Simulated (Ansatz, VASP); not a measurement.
KBr in VASP and in Ansatz

```
Br K
1.0
     0.00000    3.30000    3.30000
     3.30000    0.00000    3.30000
     3.30000    3.30000    0.00000
Br K
1 1
Direct
  0.50000 0.50000 0.50000
  0.00000 0.00000 0.00000
```

Alike in both runs: task single point; functional PBE-based screened hybrid with a share of 0.1 of exact exchange and HFSCREEN = 0.2; k mesh 4 × 4 × 4; occupations fermi-dirac, width 0.05 eV; no spin polarisation.

|  | VASP | Ansatz |
| --- | --- | --- |
| version | VASP 6.6.1 | Ansatz 0.2.0 |
| potentials or method | VASP PAW PBE potentials, release 64 (Br, K_sv), cutoff 520 eV | all-electron PAW datasets made for the crystal |

Ansatz gave:

| Quantity | Value |
| --- | --- |
| gap on the k mesh at the Fermi level (eV) | 4.91 |
| least direct gap on the mesh (eV) | 4.91 |
| pressure (GPa) | 0.6 |

Task: Which values does VASP return?

Result: gap on the k mesh at the Fermi level (eV): 4.90; least direct gap on the mesh (eV): 4.90; pressure (GPa): 0.7.

VASP's potentials were made for PBE, not for PBE-based screened hybrid. Ansatz ran all-electron here, and VASP with PAW potentials.
